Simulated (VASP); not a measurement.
Set up this calculation in VASP 6.6.1, as the native input.

| Property | Result |
| --- | --- |
| Task | single point |
| Functional | PBE |
| Potentials or basis | VASP PAW PBE potentials, release 64 (Fe) |
| Cutoff | 520 eV |
| k mesh | 11 × 11 × 11 |
| Occupations | fermi-dirac, width 0.1 eV |
| Spin | collinear spin, ferromagnetic start |
| Starting moments | [0.99] μB |
| Fixed moment | 0.99 μB |
| Dipole correction | no |
| Further INCAR settings | ALGO = Normal; EDIFF = 1e-06; NBANDS = 14 |

The structure of Fe lies in POSCAR:

```
Fe
1.0
    0.0000000000      1.7635000000      1.7635000000
    1.7635000000      0.0000000000      1.7635000000
    1.7635000000      1.7635000000      0.0000000000
Fe
1
Direct
    0.0000000000      0.0000000000      0.0000000000
```

The input as run:

INCAR

```
ALGO = Normal
EDIFF = 1E-6
ENCUT = 520
GGA = PE
ISIF = 2
ISMEAR = -1
ISPIN = 2
LASPH = True
LCHARG = True
LELF = True
LMAXMIX = 4
LORBIT = 11
LREAL = False
LVHAR = True
LWAVE = False
MAGMOM = 0.99
NBANDS = 14
NELM = 150
NUPDOWN = 0.99
PREC = Accurate
SIGMA = 0.1
```

KPOINTS

```
k-points
0
Gamma
  11 11 11
```

Potentials or basis: VASP PAW PBE potentials, release 64 (Fe).

Launch:

```sh
$ cat potpaw_PBE.64/Fe/POTCAR > POTCAR
$ mpirun -np 1 vasp_std > vasp.out
```

It gave:

```yaml
Pressure: -9.6 GPa
Net_moment: 0.99 μB per cell
Site_moments: Fe +0.98 μB
Valence_electrons_inside_the_program's_atomic_spheres: Fe 7.34
```

Caveat: the total moment is fixed, so each spin has its own Fermi level.

Wall time 31 s on 1 thread of Intel Xeon 8259CL, with other jobs on the host, peak memory 0.14 GiB.
